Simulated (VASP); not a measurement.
# Bi2Te3 (R-3m) in VASP: a series of runs

Bi2Te3 is run at these levels: PBEsol; tasks: single point.

Everything below comes from runs of VASP 6.6.1. Logs are shortened: lines on timing, memory, paths and dates and some standing lists are left out, and cuts for length are marked.

## 1. The cell of the first run

The structure is trigonal, space group R-3m (No. 166). Conventional cell: a = 4.386 Å, b = 4.386 Å, c = 31.107 Å, α = 90.00°, β = 90.00°, γ = 120.00°. Within 4.1 Å of Bi (site symmetry 3m) lie 6 Te at 3.09 to 3.27 Å. Te (site symmetry -3m) has 6 Bi at 3.27 Å and 6 Te at 4.39 Å within 4.4 Å. Te (site symmetry 3m) has 3 Bi at 3.09 Å and 3 Te at 3.68 Å within 4.1 Å.

## 2. Single point, PBEsol (zz strain of +2 %)

File INCAR:

```
ALGO = Normal
EDIFF = 1E-7
ENCUT = 520
GGA = PS
ISIF = 2
ISMEAR = -1
LASPH = T
LCHARG = F
LREAL = F
LWAVE = F
NBANDS = 32
NELM = 100
PREC = Accurate
SIGMA = 0.08
```

File KPOINTS:

```
k-points
0
Gamma
  7 7 7
```

File POSCAR:

```
Bi2Te3
1.0
    2.1930005584      1.2661294627     10.3689834000
   -2.1930005584      1.2661294627     10.3689834000
    0.0000000000     -2.5322589254     10.3689834000
Bi Te
2 3
Direct
    0.4000000000      0.4000000000      0.4000000000
    0.6000000000      0.6000000000      0.6000000000
    0.0000000000      0.0000000000      0.0000000000
    0.2095000000      0.2095000000      0.2095000000
    0.7905000000      0.7905000000      0.7905000000
```

Potentials or basis: VASP PAW PBE potentials, release 64 (Bi_d, Te).

Launch:

```
> cat potpaw_PBE.64/Bi_d/POTCAR potpaw_PBE.64/Te/POTCAR > POTCAR
> mpirun -np 1 vasp_std > vasp.out
```

OUTCAR:

```text
EDIFF = 1E-7
   ENCUT = 520
   GGA = PS
   ISIF = 2
   ISMEAR = -1
   LASPH = T
   LREAL = F
   NELM = 100
   PREC = Accurate

 ion  position               nearest neighbor table
   1  0.400  0.400  0.400-   5 3.09   5 3.09   5 3.09   3 3.27   3 3.27   3 3.27
   2  0.600  0.600  0.600-   4 3.09   4 3.09   4 3.09   3 3.27   3 3.27   3 3.27
   3  0.000  0.000  0.000-   2 3.27   1 3.27   2 3.27   2 3.27   1 3.27   1 3.27
   4  0.209  0.209  0.209-   2 3.09   2 3.09   2 3.09   5 3.68   5 3.68   5 3.68
   5  0.791  0.791  0.791-   1 3.09   1 3.09   1 3.09   4 3.68   4 3.68   4 3.68

  LATTYP: Found a trigonal (rhomboedric) cell.
 ALAT       =    10.6737131316
 COS(alpha) =     0.9155739584

  Lattice vectors:

 A1 = (   2.1930005584,   1.2661294627,  10.3689834000)
 A2 = (  -2.1930005584,   1.2661294627,  10.3689834000)
 A3 = (   0.0000000000,  -2.5322589254,  10.3689834000)

Analysis of symmetry for initial positions (statically):
=====================================================================
 Subroutine PRICEL returns:
 Original cell was already a primitive cell.

 Routine SETGRP: Setting up the symmetry group for a
 trigonal (rhombohedral) supercell.

 Subroutine GETGRP returns: Found 12 space group operations
 (whereof 12 operations were pure point group operations)
 out of a pool of 12 trial point group operations.

The static configuration has the point symmetry D_3d.

Analysis of symmetry for dynamics (positions and initial velocities):
=====================================================================
 Subroutine PRICEL returns:
 Original cell was already a primitive cell.

 Routine SETGRP: Setting up the symmetry group for a
 trigonal (rhombohedral) supercell.

 Subroutine GETGRP returns: Found 12 space group operations
 (whereof 12 operations were pure point group operations)
 out of a pool of 12 trial point group operations.

The dynamic configuration has the point symmetry D_3d.

 Subroutine INISYM returns: Found 12 space group operations
 (whereof 12 operations are pure point group operations),
 and found     1 'primitive' translations

----------------------------------------------------------------------------------------

                                     Primitive cell

  volume of cell :     172.7445

  direct lattice vectors                    reciprocal lattice vectors
     2.193000558  1.266129463 10.368983400     0.227998118  0.131634775  0.032147157
    -2.193000558  1.266129463 10.368983400    -0.227998118  0.131634775  0.032147157
     0.000000000 -2.532258925 10.368983400     0.000000000 -0.263269550  0.032147157

  length of vectors
    10.673713132 10.673713132 10.673713132     0.265224990  0.265224990  0.265224990

  position of ions in fractional coordinates (direct lattice)
     0.400000000  0.400000000  0.400000000
     0.600000000  0.600000000  0.600000000
     0.000000000  0.000000000  0.000000000
     0.209500000  0.209500000  0.209500000
     0.790500000  0.790500000  0.790500000

  ion indices of the primitive-cell ions
   primitive index   ion index
                 1           1
                 2           2
                 3           3
                 4           4
                 5           5

----------------------------------------------------------------------------------------

 KPOINTS: k-points

Automatic generation of k-mesh.
 Grid dimensions read from file:
 generate k-points for:    7    7    7

 Generating k-lattice:

  Cartesian coordinates                     Fractional coordinates (reciprocal lattice)
     0.032571160  0.018804968  0.004592451     0.142857143 -0.000000000  0.000000000
    -0.032571160  0.018804968  0.004592451    -0.000000000  0.142857143  0.000000000
     0.000000000 -0.037609936  0.004592451     0.000000000  0.000000000  0.142857143

  Length of vectors
     0.037889284  0.037889284  0.037889284

  Shift w.r.t. Gamma in fractional coordinates (k-lattice)
     0.000000000  0.000000000  0.000000000

 Subroutine IBZKPT returns following result:
 ===========================================

 Found     44 irreducible k-points:

 Following reciprocal coordinates:
            Coordinates               Weight
  0.000000  0.000000  0.000000      1.000000
  0.142857  0.000000  0.000000      6.000000
  0.285714  0.000000 -0.000000      6.000000
  0.428571  0.000000  0.000000      6.000000
  0.142857  0.142857  0.000000      6.000000
  0.285714  0.142857  0.000000     12.000000
[... 16 lines left out ...]
  0.285714  0.285714  0.142857      6.000000
  0.428571  0.285714  0.142857     12.000000
 [... further k-points ...]
   k-points           NKPTS =     44   k-points in BZ     NKDIM =     44   number of bands    NBANDS=     32
   number of dos      NEDOS =    301   number of ions     NIONS =      5
   total plane-waves  NPLWV = 512000
   dimension x,y,z NGX =    80 NGY =   80 NGZ =   80
   dimension x,y,z NGXF=   160 NGYF=  160 NGZF=  160
   ions per type =               2   3
   NGX,Y,Z   is equivalent  to a cutoff of  12.46, 12.46, 12.46 a.u.
   NGXF,Y,Z  is equivalent  to a cutoff of  24.92, 24.92, 24.92 a.u.
 SYSTEM =  unknown system
   PREC   = accura    normal or accurate (medium, high low for compatibility)
   ISTART =      0    job   : 0-new  1-cont  2-samecut
   ICHARG =      2    charge: 1-file 2-atom 10-const
   ISPIN  =      1    spin polarized calculation?
   LNONCOLLINEAR =      F non collinear calculations
   LSORBIT =      F    spin-orbit coupling
   LASPH  =      T    aspherical Exc in radial PAW
   ENCUT  =  520.0 eV  38.22 Ry    6.18 a.u.  19.85 19.85 19.85*2*pi/ulx,y,z
   NELM   =    100;   NELMIN=  2; NELMDL= -5     # of ELM steps
   EDIFF  = 0.1E-06   stopping-criterion for ELM
   LREAL  =      F    real-space projection
   EDIFFG = 0.1E-05   stopping-criterion for IOM
   NSW    =      0    number of steps for IOM
   IBRION =     -1    ionic relax: 0-MD 1-quasi-New 2-CG
   NFREE  =      0    steps in history (QN), initial steepest desc. (CG)
   ISIF   =      2    stress and relaxation
   ISYM   =      2    0-nonsym 1-usesym 2-fastsym
   POTIM  = 0.5000    time-step for ionic-motion
   TEBEG  =    0.0;   TEEND  =   0.0 temperature during run
   PSTRESS=    0.0 pullay stress
   NELECT =      48.0000    total number of electrons
   NUPDOWN=      -1.0000    fix difference up-down
   EMIN   =  10.00;   EMAX   =-10.00  energy-range for DOS
   EFERMI =   0.00;   METHOD = LEGACY
   ISMEAR =    -1;   SIGMA  =   0.08  broadening in eV -4-tet -1-fermi 0-gaus
   EFERMI_NEDOS =   21; number of points for ismear=-14 and -15
   IALGO  =     38    algorithm
   IMIX   =      4    mixing-type and parameters
     AMIX     =   0.40;   BMIX     =  1.00
     AMIX_MAG =   1.60;   BMIX_MAG =  1.00
  volume/ion in A,a.u.               =      34.55       233.15
  Fermi-wavevector in a.u.,A,eV,Ry     =   1.068285  2.018766 15.527417  1.141233
  Thomas-Fermi vector in A             =   2.203928
   LORBIT       =      0    0 simple, 1 ext, 2 COOP (PROOUT), +10 PAW based schemes
   GGA     = PS    functional components
   LHFCALC =     F    Hartree Fock is set to
   AEXX    =    0.0000 exact exchange contribution
   IVDW    =     0    specifies the selected vdW correction
   LEPSILON=     F    determine dielectric tensor
   LRPA    =     F    only Hartree local field effects (RPA)
 non-spin polarized calculation
  energy-cutoff  :      520.00
  volume of cell :      172.74
 maximum number of plane-waves:      4665
   NGX = 39   NGY = 39   NGZ = 39

 number of electron      47.9999994 magnetization

 Free energy of the ion-electron system (eV)
  ---------------------------------------------------
  ext. energy  EPLUGINS =         0.00000000
  ---------------------------------------------------
  free energy    TOTEN  =       -20.26142232 eV

  energy without entropy =      -20.25993922  energy(sigma->0) =      -20.26068077

 E-fermi :   5.9851     XC(G=0):  -9.4062

 val. band max:        5.8365673299   @ k =   0.0000   0.0000   0.0000
 cond. band min:       6.1338009745   @ k =   0.0000   0.0000   0.0000
 fundamental gap:      0.2972336446
 Fermi energy:         5.9851150723

 k-point     1 :       0.0000    0.0000    0.0000
  band No.  band energies     occupation
      1     -17.2819      2.00000
      2     -17.2819      2.00000
      3     -17.2807      2.00000
      4     -17.2807      2.00000
      5     -17.2733      2.00000
      6     -17.2720      2.00000
[... 24 lines left out ...]
     31      10.5497      0.00000
     32      11.1235      0.00000

 k-point     2 :       0.1429    0.0000    0.0000
  band No.  band energies     occupation
      1     -17.2832      2.00000
      2     -17.2819      2.00000
      3     -17.2797      2.00000
      4     -17.2785      2.00000
      5     -17.2721      2.00000
      6     -17.2710      2.00000
[... 24 lines left out ...]
     31      10.1368      0.00000
     32      10.7763      0.00000

 k-point     3 :       0.2857    0.0000   -0.0000
  band No.  band energies     occupation
      1     -17.2870      2.00000
      2     -17.2852      2.00000
      3     -17.2763      2.00000
      4     -17.2749      2.00000
      5     -17.2738      2.00000
      6     -17.2719      2.00000
[... 24 lines left out ...]
     31       9.7453      0.00000
     32      11.2112      0.00000

 k-point     4 :       0.4286    0.0000    0.0000
  band No.  band energies     occupation
      1     -17.2904      2.00000
      2     -17.2882      2.00000
      3     -17.2756      2.00000
      4     -17.2756      2.00000
      5     -17.2736      2.00000
      6     -17.2735      2.00000
[... 654 lines left out ...]
     31       9.4264      0.00000
     32      11.4785      0.00000

 k-point    23 :       0.2857    0.2857    0.1429
  band No.  band energies     occupation
      1     -17.2832      2.00000
      2     -17.2819      2.00000
      3     -17.2797      2.00000
      4     -17.2786      2.00000
      5     -17.2721      2.00000
      6     -17.2710      2.00000
[... 24 lines left out ...]
     31      10.4071      0.00000
     32      10.7391      0.00000

 k-point    24 :       0.4286    0.2857    0.1429
  band No.  band energies     occupation
      1     -17.2847      2.00000
      2     -17.2835      2.00000
      3     -17.2774      2.00000
      4     -17.2772      2.00000
      5     -17.2719      2.00000
      6     -17.2717      2.00000
[... 24 lines left out ...]
     31      10.2650      0.00000
     32      10.3196      0.00000

 [... further k-points ...]

------------------------ aborting loop because EDIFF is reached ----------------------------------------

  FORCE on cell =-STRESS in cart. coord.  units (eV):
  Direction    XX          YY          ZZ          XY          YZ          ZX
  --------------------------------------------------------------------------------------
  -------------------------------------------------------------------------------------
  Total       -1.3436009     -1.3436009     -2.4519364      0.0000000      0.0000000      0.0000000
  in kB      -12.4616796    -12.4616796    -22.7413108      0.0000000      0.0000000      0.0000000
  external PRESSURE =     -15.8882233 kB  Pullay stress =       0.0000000 kB

 VOLUME and BASIS-vectors are now :
 -----------------------------------------------------------------------------
  energy-cutoff  :      520.00
  volume of cell :      172.74
      direct lattice vectors                 reciprocal lattice vectors
     2.193000558  1.266129463 10.368983400     0.227998118  0.131634775  0.032147157
    -2.193000558  1.266129463 10.368983400    -0.227998118  0.131634775  0.032147157
     0.000000000 -2.532258925 10.368983400     0.000000000 -0.263269550  0.032147157

 POSITION                                       TOTAL-FORCE (eV/Angst)
 -----------------------------------------------------------------------------------
      0.00000      0.00000     12.44278         0.000000     -0.000000      0.087563
      0.00000      0.00000     18.66417         0.000000      0.000000     -0.087563
      0.00000      0.00000      0.00000         0.000000     -0.000000      0.000000
      0.00000      0.00000      6.51691         0.000000     -0.000000      0.269012
      0.00000      0.00000     24.59004         0.000000     -0.000000     -0.269012
 -----------------------------------------------------------------------------------
    total drift:                               -0.000000     -0.000000     -0.000000

  FREE ENERGIE OF THE ION-ELECTRON SYSTEM (eV)
  ---------------------------------------------------
  free  energy   TOTEN  =       -20.2614223173 eV

  energy  without entropy=      -20.2599392223  energy(sigma->0) =      -20.26068077
```

Wall time 14 min (1 thread of Intel Xeon 6975P-C (Granite Rapids), shared host); peak memory 0.99 GiB.

What came out:

* Free energy: -20.2614 eV
* Pressure: -1.6 GPa
* Largest force: 0.269 eV/Å
* Band gap on the k mesh: 0.30 eV

Forces in eV/Å, atoms in the order of the input:
```
Bi   0.000  0.000  0.088
Bi   0.000  0.000 -0.088
Te   0.000  0.000  0.000
Te   0.000  0.000  0.269
Te   0.000  0.000 -0.269
```

Caveat: the cell differs from its parent crystal (zz strain of +2 %); the PAW data sets were made with another functional, which shifts forces and pressure a little; spin-orbit coupling is left out, which moves the levels of the heavy elements. A k mesh can miss the band edges.

## 3. Single point, PBEsol (zz strain of +3 %)

File INCAR:

```
SYSTEM = Bi2Te3
  PREC = Accurate
  ENCUT = 520
  EDIFF = 1E-6
  ISMEAR = -1
  SIGMA = 0.08
  LREAL = .FALSE.
  LASPH = .TRUE.
  NELM = 80
  ALGO = Normal
  ISIF = 2
  LWAVE = .FALSE.
  LCHARG = .FALSE.
  GGA = PS
  NBANDS = 32
```

File KPOINTS:

```
Automatic mesh
0
G
  7 7 7
  0 0 0
```

POSCAR, as its differences from that of step 2:

```diff
@@ -2,5 +2,5 @@
 1.0
-    2.1930005584      1.2661294627     10.3689834000
-   -2.1930005584      1.2661294627     10.3689834000
-    0.0000000000     -2.5322589254     10.3689834000
+    2.1930005584      1.2661294627     10.4706401000
+   -2.1930005584      1.2661294627     10.4706401000
+    0.0000000000     -2.5322589254     10.4706401000
 Bi Te
```

Potentials or basis: VASP PAW PBE potentials, release 64 (Bi_d, Te).

Launch:

```
> cat potpaw_PBE.64/Bi_d/POTCAR potpaw_PBE.64/Te/POTCAR > POTCAR
> mpirun -np 1 vasp_std > vasp.out
```

It took 11 min on 1 thread of Intel Xeon 6975P-C (Granite Rapids), shared host; peak memory 1 GiB.

It converged, with:

| Item | Value |
| --- | --- |
| Free energy | -20.2339 eV |
| Pressure | -2.1 GPa |
| Largest force | 0.354 eV/Å |
| Band gap on the k mesh | 0.33 eV |

Forces on the atoms (eV/Å):
```
Bi   0.000  0.000  0.116
Bi   0.000  0.000 -0.116
Te   0.000  0.000  0.000
Te   0.000  0.000  0.354
Te   0.000  0.000 -0.354
```

Stress tensor (GPa, compression positive):
```
-1.60  0.00  0.00
 0.00 -1.60  0.00
 0.00  0.00 -2.99
```

Levels at points of the mesh, in eV from the valence-band top:
```
           k point  band 21  band 22  band 23  band 24  band 25  band 26  band 27  band 28
(0.00, 0.00, 0.00)    -1.54    -0.73    -0.73     0.00     0.33     0.74     0.74     1.99
```

Caveat: the cell differs from its parent crystal (zz strain of +3 %); the PAW data sets were made with another functional, which shifts forces and pressure a little; spin-orbit coupling is left out, which moves the levels of the heavy elements.
